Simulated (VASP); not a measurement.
Wanted: the native input for a VASP 6.6.1 run.

```yaml
Task: single point
Functional: r2SCAN
Potentials_or_basis: VASP PAW PBE potentials, release 64 (Ti_sv, O)
Cutoff: 520 eV
k_mesh: 6 × 6 × 4
Occupations: gaussian, width 0.02 eV
Spin: no spin polarisation
Dipole_correction: no
Further_INCAR_settings: ALGO = Normal; EDIFF = 1e-06; NBANDS = 60
```

Crystal: TiO2.

```
Ti O
1.0
     3.77771    0.00000    0.00000
     0.00000    3.77771    0.00000
     0.00000    0.00000    9.58403
Ti O
4 8
Cartesian
  0.0000 1.8889 7.1880
  1.8889 1.8889 0.0000
  1.8889 0.0000 2.3960
  0.0000 0.0000 4.7920
  0.0000 1.8889 9.1743
  1.8889 1.8889 7.5978
  1.8889 0.0000 0.4097
  0.0000 0.0000 6.7783
  1.8889 0.0000 4.3823
  0.0000 0.0000 2.8058
  0.0000 1.8889 5.2018
  1.8889 1.8889 1.9863
```

These files were run (other wordings do the same):

POSCAR

```
TiO2
1.0
    3.7777089788      0.0000000000      0.0000000000
    0.0000000000      3.7777089788      0.0000000000
    0.0000000000      0.0000000000      9.5840256423
Ti O
4 8
Direct
    0.0000000000      0.5000000000      0.7500000000
    0.5000000000      0.5000000000      0.0000000000
    0.5000000000      0.0000000000      0.2500000000
    0.0000000000      0.0000000000      0.5000000000
    0.0000000000      0.5000000000      0.9572470736
    0.5000000000      0.5000000000      0.7927529264
    0.5000000000      0.0000000000      0.0427529264
    0.0000000000      0.0000000000      0.7072470736
    0.5000000000      0.0000000000      0.4572470736
    0.0000000000      0.0000000000      0.2927529264
    0.0000000000      0.5000000000      0.5427529264
    0.5000000000      0.5000000000      0.2072470736
```

INCAR.step1

```
  ALGO = Normal
  EDIFF = 1E-4
  ENCUT = 520
  GGA = PE
  ISMEAR = 0
  LASPH = True
  LCHARG = False
  LREAL = False
  LWAVE = True
  NBANDS = 60
  NELM = 100
  PREC = Accurate
  SIGMA = 0.02
```

INCAR.step2

```
  ALGO = Normal
  EDIFF = 1E-6
  ENCUT = 520
  ISIF = 2
  ISMEAR = 0
  ISTART = 1
  LASPH = True
  LCHARG = False
  LMIXTAU = True
  LREAL = False
  LWAVE = False
  METAGGA = R2SCAN
  NBANDS = 60
  NELM = 100
  PREC = Accurate
  SIGMA = 0.02
```

KPOINTS

```
k-points
0
Gamma
  6 6 4
```

Potentials or basis: VASP PAW PBE potentials, release 64 (Ti_sv, O).

Command:

```bash
$ cat potpaw_PBE.64/Ti_sv/POTCAR potpaw_PBE.64/O/POTCAR > POTCAR
$ cp INCAR.step1 INCAR
$ mpirun -np 1 vasp_std > vasp.out
$ cp INCAR.step2 INCAR
$ mpirun -np 1 vasp_std > vasp.out
```

It gave:

The pressure is 1.2 GPa, the largest force is 0.035 eV/Å and the band gap on the k mesh is 2.60 eV.

Caveat: the PAW data sets were made with another functional, which shifts forces and pressure a little.

It took 7.3 min on 1 thread of Intel(R) Xeon(R) 6975P-C (Granite Rapids), on a shared host, peak memory 0.35 GiB.
